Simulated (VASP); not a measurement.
# TiAl (d3) (Pm-3m) in VASP: notebook

TiAl (d3) is run at these levels: PBE+D3(BJ); tasks: single point, relaxation of cell and atoms.

Program: VASP 6.6.1. These are calculated values, not measurements. Logs are shortened: lines on timing, memory, paths and dates and some standing lists are left out, and cuts for length are marked.

**1. The cell of the first run**

Symmetry: Pm-3m, No. 221, cubic system. Conventional cell: a = 3.139 Å, b = 3.139 Å, c = 3.139 Å, α = 90.00°, β = 90.00°, γ = 90.00°. Ti (site symmetry m-3m) has 8 Al at 2.72 Å and 6 Ti at 3.14 Å within 3.6 Å. Al (site symmetry m-3m) has 8 Ti at 2.72 Å and 6 Al at 3.14 Å within 3.6 Å.

**2. Single point, PBE+D3(BJ)**

Contents of INCAR:

```
SYSTEM = TiAl
PREC = Accurate
ENCUT = 500
EDIFF = 1E-6
ISMEAR = 0
SIGMA = 0.1
LREAL = .FALSE.
LASPH = .TRUE.
NELM = 120
ALGO = Normal
ISIF = 2
LWAVE = .FALSE.
LCHARG = .FALSE.
GGA = PE
IVDW = 12
NBANDS = 14
GGA_COMPAT = .FALSE.
```

Contents of KPOINTS:

```
regular mesh
0
G
  14 14 14
  0 0 0
```

Contents of POSCAR:

```
TiAl
1.0
    3.1388575190      0.0000000000      0.0000000000
    0.0000000000      3.1388575190      0.0000000000
    0.0000000000      0.0000000000      3.1388575190
Ti Al
1 1
Direct
    0.0000000000      0.0000000000      0.0000000000
    0.5000000000      0.5000000000      0.5000000000
```

Potentials or basis: VASP PAW PBE potentials, release 64 (Ti_sv, Al).

On the command line:

```sh
$ cat potpaw_PBE.64/Ti_sv/POTCAR potpaw_PBE.64/Al/POTCAR > POTCAR
$ mpirun -np 1 vasp_std > vasp.out
```

OUTCAR:

```text
SYSTEM = TiAl
   PREC = Accurate
   ENCUT = 500
   EDIFF = 1E-6
   ISMEAR = 0
   LREAL = .FALSE.
   LASPH = .TRUE.
   NELM = 120
   ISIF = 2
   GGA = PE
   IVDW = 12
 IVDW          = 12

 ion  position               nearest neighbor table
   1  0.000  0.000  0.000-   2 2.72   2 2.72   2 2.72   2 2.72   2 2.72   2 2.72   2 2.72   2 2.72

   2  0.500  0.500  0.500-   1 2.72   1 2.72   1 2.72   1 2.72   1 2.72   1 2.72   1 2.72   1 2.72

  LATTYP: Found a simple cubic cell.
 ALAT       =     3.1388575190

  Lattice vectors:

 A1 = (   3.1388575190,   0.0000000000,   0.0000000000)
 A2 = (   0.0000000000,   3.1388575190,   0.0000000000)
 A3 = (   0.0000000000,   0.0000000000,   3.1388575190)

Analysis of symmetry for initial positions (statically):
=====================================================================
 Subroutine PRICEL returns:
 Original cell was already a primitive cell.

 Routine SETGRP: Setting up the symmetry group for a
 simple cubic supercell.

 Subroutine GETGRP returns: Found 48 space group operations
 (whereof 48 operations were pure point group operations)
 out of a pool of 48 trial point group operations.

The static configuration has the point symmetry O_h .

Analysis of symmetry for dynamics (positions and initial velocities):
=====================================================================
 Subroutine PRICEL returns:
 Original cell was already a primitive cell.

 Routine SETGRP: Setting up the symmetry group for a
 simple cubic supercell.

 Subroutine GETGRP returns: Found 48 space group operations
 (whereof 48 operations were pure point group operations)
 out of a pool of 48 trial point group operations.

The dynamic configuration has the point symmetry O_h .

 Subroutine INISYM returns: Found 48 space group operations
 (whereof 48 operations are pure point group operations),
 and found     1 'primitive' translations

----------------------------------------------------------------------------------------

                                     Primitive cell

  volume of cell :      30.9254

  direct lattice vectors                    reciprocal lattice vectors
     3.138857519  0.000000000  0.000000000     0.318587255  0.000000000  0.000000000
     0.000000000  3.138857519  0.000000000     0.000000000  0.318587255  0.000000000
     0.000000000  0.000000000  3.138857519     0.000000000  0.000000000  0.318587255

  length of vectors
     3.138857519  3.138857519  3.138857519     0.318587255  0.318587255  0.318587255

  position of ions in fractional coordinates (direct lattice)
     0.000000000  0.000000000  0.000000000
     0.500000000  0.500000000  0.500000000

  ion indices of the primitive-cell ions
   primitive index   ion index
                 1           1
                 2           2

----------------------------------------------------------------------------------------

 KPOINTS: regular mesh

Automatic generation of k-mesh.
 Grid dimensions read from file:
 generate k-points for:   14   14   14

 Generating k-lattice:

  Cartesian coordinates                     Fractional coordinates (reciprocal lattice)
     0.022756232  0.000000000  0.000000000     0.071428571  0.000000000  0.000000000
     0.000000000  0.022756232  0.000000000     0.000000000  0.071428571  0.000000000
     0.000000000  0.000000000  0.022756232     0.000000000  0.000000000  0.071428571

  Length of vectors
     0.022756232  0.022756232  0.022756232

  Shift w.r.t. Gamma in fractional coordinates (k-lattice)
     0.000000000  0.000000000  0.000000000

 Subroutine IBZKPT returns following result:
 ===========================================

 Found    120 irreducible k-points:

 Following reciprocal coordinates:
            Coordinates               Weight
  0.000000  0.000000  0.000000      1.000000
  0.071429  0.000000  0.000000      6.000000
  0.142857  0.000000  0.000000      6.000000
  0.214286  0.000000  0.000000      6.000000
  0.285714  0.000000  0.000000      6.000000
  0.357143  0.000000  0.000000      6.000000
[... 16 lines left out ...]
  0.285714  0.214286  0.000000     24.000000
  0.357143  0.214286  0.000000     24.000000
 [... further k-points ...]
   k-points           NKPTS =    120   k-points in BZ     NKDIM =    120   number of bands    NBANDS=     14
   number of dos      NEDOS =    301   number of ions     NIONS =      2
   total plane-waves  NPLWV =  13824
   dimension x,y,z NGX =    24 NGY =   24 NGZ =   24
   dimension x,y,z NGXF=    48 NGYF=   48 NGZF=   48
   ions per type =               1   1
   NGX,Y,Z   is equivalent  to a cutoff of  12.71, 12.71, 12.71 a.u.
   NGXF,Y,Z  is equivalent  to a cutoff of  25.42, 25.42, 25.42 a.u.
 SYSTEM =  TiAl
   PREC   = accura    normal or accurate (medium, high low for compatibility)
   ISTART =      0    job   : 0-new  1-cont  2-samecut
   ICHARG =      2    charge: 1-file 2-atom 10-const
   ISPIN  =      1    spin polarized calculation?
   LNONCOLLINEAR =      F non collinear calculations
   LSORBIT =      F    spin-orbit coupling
   LASPH  =      T    aspherical Exc in radial PAW
   ENCUT  =  500.0 eV  36.75 Ry    6.06 a.u.   5.72  5.72  5.72*2*pi/ulx,y,z
   NELM   =    120;   NELMIN=  2; NELMDL= -5     # of ELM steps
   EDIFF  = 0.1E-05   stopping-criterion for ELM
   LREAL  =      F    real-space projection
   EDIFFG = 0.1E-04   stopping-criterion for IOM
   NSW    =      0    number of steps for IOM
   IBRION =     -1    ionic relax: 0-MD 1-quasi-New 2-CG
   NFREE  =      0    steps in history (QN), initial steepest desc. (CG)
   ISIF   =      2    stress and relaxation
   ISYM   =      2    0-nonsym 1-usesym 2-fastsym
   POTIM  = 0.5000    time-step for ionic-motion
   TEBEG  =    0.0;   TEEND  =   0.0 temperature during run
   PSTRESS=    0.0 pullay stress
   NELECT =      15.0000    total number of electrons
   NUPDOWN=      -1.0000    fix difference up-down
   EMIN   =  10.00;   EMAX   =-10.00  energy-range for DOS
   EFERMI =   0.00;   METHOD = LEGACY
   ISMEAR =     0;   SIGMA  =   0.10  broadening in eV -4-tet -1-fermi 0-gaus
   EFERMI_NEDOS =   21; number of points for ismear=-14 and -15
   IALGO  =     38    algorithm
   IMIX   =      4    mixing-type and parameters
     AMIX     =   0.40;   BMIX     =  1.00
     AMIX_MAG =   1.60;   BMIX_MAG =  1.00
  volume/ion in A,a.u.               =      15.46       104.35
  Fermi-wavevector in a.u.,A,eV,Ry     =   1.286274  2.430706 22.510866  1.654502
  Thomas-Fermi vector in A             =   2.418359
   LORBIT       =      0    0 simple, 1 ext, 2 COOP (PROOUT), +10 PAW based schemes
   GGA     = PE    functional components
   LHFCALC =     F    Hartree Fock is set to
   AEXX    =    0.0000 exact exchange contribution
   IVDW    =    12    specifies the selected vdW correction
   LEPSILON=     F    determine dielectric tensor
   LRPA    =     F    only Hartree local field effects (RPA)
 non-spin polarized calculation
 Gauss-broadening in eV      SIGMA  =   0.10
  energy-cutoff  :      500.00
  volume of cell :       30.93
 maximum number of plane-waves:       840
 NGX is ok and might be reduce to    24
   NGX = 11   NGY = 11   NGZ = 11

 number of electron      14.9999993 magnetization

 Free energy of the ion-electron system (eV)
  ---------------------------------------------------
  ext. energy  EPLUGINS =         0.00000000
  ---------------------------------------------------
  free energy    TOTEN  =       -12.09257124 eV

  energy without entropy =      -12.08080105  energy(sigma->0) =      -12.08668615

 E-fermi :   9.1968     XC(G=0): -11.2516

 val. band max:        9.1935477626   @ k =   0.2857   0.2857   0.0000
 cond. band min:       9.1992192827   @ k =   0.3571   0.1429   0.1429
 fundamental gap:      0.0056715201
 Fermi energy:         9.1968215111

 k-point     1 :       0.0000    0.0000    0.0000
  band No.  band energies     occupation
      1     -47.6334      2.00000
      2     -23.8313      2.00000
      3     -23.8313      2.00000
      4     -23.8313      2.00000
      5      -0.2605      2.00000
      6       7.6550      2.00000
      7       7.6550      2.00000
      8      11.0799      0.00000
      9      11.0799      0.00000
     10      11.0799      0.00000
     11      13.7874      0.00000
     12      13.7874      0.00000
     13      13.7874      0.00000
     14      18.2003      0.00000

 k-point     2 :       0.0714    0.0000    0.0000
  band No.  band energies     occupation
      1     -47.6325      2.00000
      2     -23.8413      2.00000
      3     -23.8305      2.00000
      4     -23.8305      2.00000
      5      -0.1764      2.00000
      6       7.6159      2.00000
      7       7.6935      2.00000
      8      10.9300      0.00000
      9      10.9300      0.00000
     10      11.0903      0.00000
     11      13.4335      0.00000
     12      13.9972      0.00000
     13      13.9972      0.00000
     14      18.0813      0.00000

 k-point     3 :       0.1429    0.0000    0.0000
  band No.  band energies     occupation
      1     -47.6301      2.00000
      2     -23.8689      2.00000
      3     -23.8281      2.00000
      4     -23.8281      2.00000
      5       0.0736      2.00000
      6       7.4515      2.00000
      7       7.8049      2.00000
      8      10.5858      0.00000
      9      10.5858      0.00000
     10      11.1195      0.00000
     11      12.7490      0.00000
     12      14.5241      0.00000
     13      14.5241      0.00000
     14      17.7463      0.00000
[... 324 lines left out ...]
 k-point    23 :       0.2857    0.2143    0.0000
  band No.  band energies     occupation
      1     -47.6160      2.00000
      2     -23.9431      2.00000
      3     -23.8950      2.00000
      4     -23.8140      2.00000
      5       1.6871      2.00000
      6       6.7740      2.00000
      7       7.6883      2.00000
      8       9.2802      0.23854
      9       9.9778      0.00000
     10      10.5705      0.00000
     11      12.3911      0.00000
     12      13.9909      0.00000
     13      17.0168      0.00000
     14      17.3475      0.00000

 k-point    24 :       0.3571    0.2143    0.0000
  band No.  band energies     occupation
      1     -47.6125      2.00000
      2     -23.9813      2.00000
      3     -23.8907      2.00000
      4     -23.8105      2.00000
      5       2.3070      2.00000
      6       5.9505      2.00000
      7       7.9736      2.00000
      8       9.1302      1.65364
      9       9.7573      0.00000
     10      10.6141      0.00000
     11      12.2482      0.00000
     12      14.4663      0.00000
     13      16.8790      0.00000
     14      17.6904      0.00000

 [... further k-points ...]

------------------------ aborting loop because EDIFF is reached ----------------------------------------

 Edisp (eV)   -1.01172

 E8    (eV) :    -0.4687

  FORCE on cell =-STRESS in cart. coord.  units (eV):
  Direction    XX          YY          ZZ          XY          YZ          ZX
  --------------------------------------------------------------------------------------
  -------------------------------------------------------------------------------------
  Total      -0.00671    -0.00671    -0.00671    -0.00000     0.00000     0.00000
  in kB      -0.34779    -0.34779    -0.34779    -0.00000     0.00000     0.00000
  external pressure =       -0.35 kB  Pullay stress =        0.00 kB

 VOLUME and BASIS-vectors are now :
 -----------------------------------------------------------------------------
  energy-cutoff  :      500.00
  volume of cell :       30.93
      direct lattice vectors                 reciprocal lattice vectors
     3.138857519  0.000000000  0.000000000     0.318587255  0.000000000  0.000000000
     0.000000000  3.138857519  0.000000000     0.000000000  0.318587255  0.000000000
     0.000000000  0.000000000  3.138857519     0.000000000  0.000000000  0.318587255

 POSITION                                       TOTAL-FORCE (eV/Angst)
 -----------------------------------------------------------------------------------
      0.00000      0.00000      0.00000         0.000000      0.000000      0.000000
      1.56943      1.56943      1.56943         0.000000      0.000000      0.000000
 -----------------------------------------------------------------------------------
    total drift:                                0.000000      0.000000      0.000000

  FREE ENERGIE OF THE ION-ELECTRON SYSTEM (eV)
  ---------------------------------------------------
  free  energy   TOTEN  =       -13.1042924731 eV

  energy  without entropy=      -13.0925222857  energy(sigma->0) =      -13.09840738
```

It took 21 s on 1 thread of Intel Xeon 6975P-C (Granite Rapids), shared host; peak memory 0.18 GiB.

Results:

| Property | Result |
| --- | --- |
| Free energy | -13.1043 eV |
| Pressure | 0.0 GPa |
| Dispersion energy per atom | -0.506 eV |

Caveat: pairwise dispersion overbinds metals, which lowers pressure and volume.

**3. Single point, PBE+D3(BJ)**

This run uses another cell than the first one, of 16.06 Å³/atom, 1.039 times its volume.

Contents of INCAR:

```
PREC = Accurate
ENCUT = 520
EDIFF = 1E-7
ISMEAR = 0
SIGMA = 0.1
LREAL = F
LASPH = T
NELM = 60
ALGO = Normal
ISIF = 2
LWAVE = F
LCHARG = F
GGA = PE
IVDW = 12
NBANDS = 14
```

Contents of KPOINTS:

```
Automatic mesh
0
Gamma
  6 6 6
```

Contents of POSCAR:

```
TiAl
1.0
    3.1790640000      0.0000000000      0.0000000000
    0.0000000000      3.1790640000      0.0000000000
    0.0000000000      0.0000000000      3.1790640000
Ti Al
1 1
Direct
    0.0000000000      0.0000000000      0.0000000000
    0.5000000000      0.5000000000      0.5000000000
```

Potentials or basis: VASP PAW PBE potentials, release 64 (Ti_sv, Al).

On the command line:

```sh
$ cat potpaw_PBE.64/Ti_sv/POTCAR potpaw_PBE.64/Al/POTCAR > POTCAR
$ mpirun -np 1 vasp_std > vasp.out
```

Run time: 4.9 s. Hardware: 1 thread of Intel Xeon Platinum 8488C (Sapphire Rapids), shared host; peak memory 0.14 GiB.

The run converged. Its results:

* Free energy: -13.0870 eV
* Pressure: -4.5 GPa
* Dispersion energy per atom: -0.486 eV

Levels at points of the mesh, in eV from the Fermi level:
```
           k point  band 5  band 6  band 7  band 8  band 9  band 10
(0.00, 0.00, 0.00)   -9.30   -1.46   -1.46    1.79    1.79     1.79
(0.50, 0.00, 0.00)   -6.07   -5.22   -0.57    0.14    0.14     1.99
(0.50, 0.50, 0.00)   -5.04   -2.13   -2.13   -1.49    0.70     0.70
(0.50, 0.50, 0.50)   -3.11   -3.11   -3.11    0.60    2.78     2.78
```

Caveat: pairwise dispersion overbinds metals, which lowers pressure and volume.

**4. Single point, PBE+D3(BJ)**

Contents of INCAR:

```
SYSTEM = TiAl
PREC = Accurate
ENCUT = 520
EDIFF = 1E-7
ISMEAR = 0
SIGMA = 0.1
LREAL = .FALSE.
LASPH = .TRUE.
NELM = 80
ALGO = Normal
ISIF = 2
LWAVE = .FALSE.
LCHARG = .FALSE.
GGA = PE
IVDW = 12
NBANDS = 14
```

Contents of KPOINTS:

```
regular mesh
0
G
  14 14 14
  0 0 0
```

Contents of POSCAR:

```
TiAl
1.0
    3.1388575195      0.0000000000      0.0000000000
    0.0000000000      3.1388575195      0.0000000000
    0.0000000000      0.0000000000      3.1388575195
Ti Al
1 1
Direct
    0.0000000000      0.0000000000      0.0000000000
    0.5000000000      0.5000000000      0.5000000000
```

On the command line:

```sh
$ cat potpaw_PBE.64/Ti_sv/POTCAR potpaw_PBE.64/Al/POTCAR > POTCAR
$ mpirun -np 1 vasp_std > vasp.out
```

It took 20 s on 1 thread of Intel Xeon Platinum 8488C (Sapphire Rapids), shared host; peak memory 0.18 GiB.

The run converged. Its results:

```yaml
Free_energy: -13.1044 eV
Pressure: 0.0 GPa
Dispersion_energy_per_atom: -0.506 eV
```

Levels at points of the mesh, in eV from the Fermi level:
```csv
k point,band 3,band 4,band 5,band 6,band 7,band 8,band 9,band 10,band 11,band 12
"(0.00, 0.00, 0.00)",-33.03,-33.03,-9.46,-1.54,-1.54,1.88,1.88,1.88,4.59,4.59
"(0.50, 0.00, 0.00)",-33.01,-33.01,-6.10,-5.32,-0.60,0.15,0.15,2.10,3.14,6.53
"(0.50, 0.50, 0.00)",-33.20,-32.99,-5.13,-2.13,-2.13,-1.53,0.72,0.72,2.86,4.93
"(0.50, 0.50, 0.50)",-33.17,-33.17,-3.22,-3.22,-3.22,0.84,2.93,2.93,3.01,3.01
```

Caveat: pairwise dispersion overbinds metals, which lowers pressure and volume.

**5. Relaxation of cell and atoms, PBE+D3(BJ)**

This run uses another cell than the first one, of 16.06 Å³/atom, 1.039 times its volume.

Contents of INCAR:

```
ALGO = Normal
EDIFF = 1E-6
EDIFFG = -0.002
ENCUT = 600
GGA = PE
IBRION = 2
ISIF = 3
ISMEAR = 0
IVDW = 12
LASPH = T
LCHARG = F
LREAL = F
LWAVE = F
NELM = 80
NSW = 100
PREC = Accurate
SIGMA = 0.1
```

Contents of KPOINTS:

```
k-points
0
Gamma
  14 14 14
```

Contents of POSCAR:

```
TiAl
1.0
    3.1790640000      0.0000000000      0.0000000000
    0.0000000000      3.1790640000      0.0000000000
    0.0000000000      0.0000000000      3.1790640000
Ti Al
1 1
Direct
    0.0000000000      0.0000000000      0.0000000000
    0.5000000000      0.5000000000      0.5000000000
```

On the command line:

```sh
$ cat potpaw_PBE.64/Ti_sv/POTCAR potpaw_PBE.64/Al/POTCAR > POTCAR
$ mpirun -np 1 vasp_std > vasp.out
```

Wall time 3.3 min (1 thread of Intel Xeon Platinum 8488C (Sapphire Rapids), shared host); peak memory 0.21 GiB.

It converged, with:

```yaml
Free_energy: -13.1050 eV
Relaxed_volume: 15.46 Å³/atom
Relaxed_cell: a = 3.139 Å, b = 3.139 Å, c = 3.139 Å, α = 90.00°, β = 90.00°, γ = 90.00°
Space_group_after_relaxing_to_0.05_Å: Pm-3m (No. 221)
Energy_gained_by_relaxing: 8.5 meV/atom
Ionic_steps: 19
Pressure_after_relaxing: 0.0 GPa
Dispersion_energy_per_atom: -0.506 eV
```

Step by step:
| step | energy change (eV) | largest force (eV/Å) | pressure (GPa) | volume (Å³) |
| --- | --- | --- | --- | --- |
| 1 | 0.0000 | 0.0000 | -4.35 | 32.13 |
| 2 | -0.0094 | 0.0000 | 3.22 | 30.14 |
| 3 | -0.0170 | 0.0000 | 0.02 | 30.92 |
| 4 | -0.0170 | 0.0000 | -0.09 | 30.94 |
| 5 | -0.0170 | 0.0000 | -0.09 | 30.94 |
| 6 | -0.0170 | 0.0000 | -0.10 | 30.94 |
| 7 | -0.0170 | 0.0000 | -0.10 | 30.94 |
| 8 | -0.0170 | 0.0000 | -0.10 | 30.94 |
| 9 | -0.0170 | 0.0000 | -0.09 | 30.94 |
| 10 | -0.0170 | 0.0000 | -0.09 | 30.94 |
| 11 | -0.0170 | 0.0000 | -0.09 | 30.94 |
| 12 | -0.0170 | 0.0000 | -0.07 | 30.94 |
| 13 | -0.0170 | 0.0000 | -0.09 | 30.93 |
| 14 | -0.0170 | 0.0000 | -0.08 | 30.93 |
| 15 | -0.0170 | 0.0000 | -0.07 | 30.92 |
| 16 | -0.0170 | 0.0000 | 0.03 | 30.90 |
| 17 | -0.0170 | 0.0000 | 0.04 | 30.91 |
| 18 | -0.0170 | 0.0000 | 0.03 | 30.92 |
| 19 | -0.0170 | 0.0000 | 0.01 | 30.92 |

Final structure:
```
CELL_PARAMETERS angstrom
3.13861 0.00000 0.00000
0.00000 3.13861 0.00000
0.00000 0.00000 3.13861
ATOMIC_POSITIONS crystal
Ti 0.00000 0.00000 0.00000
Al 0.50000 0.50000 0.50000
```

Levels at points of the mesh, in eV from the Fermi level:
| k point | band 5 | band 6 | band 7 | band 8 | band 9 | band 10 |
| --- | --- | --- | --- | --- | --- | --- |
| (0.00, 0.00, 0.00) | -9.46 | -1.54 | -1.54 | 1.88 | 1.88 | 1.88 |
| (0.50, 0.00, 0.00) | -6.10 | -5.32 | -0.60 | 0.15 | 0.15 | 2.10 |
| (0.50, 0.50, 0.00) | -5.13 | -2.13 | -2.13 | -1.53 | 0.72 | 0.72 |
| (0.50, 0.50, 0.50) | -3.22 | -3.22 | -3.22 | 0.84 | 2.93 | 2.93 |

Caveat: pairwise dispersion overbinds metals, which lowers pressure and volume.

**6. Overview**

| task | cell | k mesh | cutoff (eV) | gap on the mesh (eV) | pressure (GPa) |
| --- | --- | --- | --- | --- | --- |
| single point | a = 3.139 Å, 2 atoms | 14 × 14 × 14 | 500 | none | 0.0 |
| single point | a = 3.179 Å, 2 atoms | 6 × 6 × 6 | 520 | none | -4.5 |
| single point | a = 3.139 Å, 2 atoms | 14 × 14 × 14 | 520 | none | 0.0 |
| relaxation of cell and atoms | relaxed from a = 3.179 Å, 2 atoms | 14 × 14 × 14 | 600 | none | 0.0 |

Alike in all rows: level PBE+D3(BJ); potentials or basis VASP PAW PBE potentials, release 64 (Ti_sv, Al); no spin polarisation; smearing gaussian 0.1 eV.

Caveats: pairwise dispersion overbinds metals, which lowers pressure and volume.

Total energies depend on the potentials used, so only differences within one code and one set of settings carry meaning.
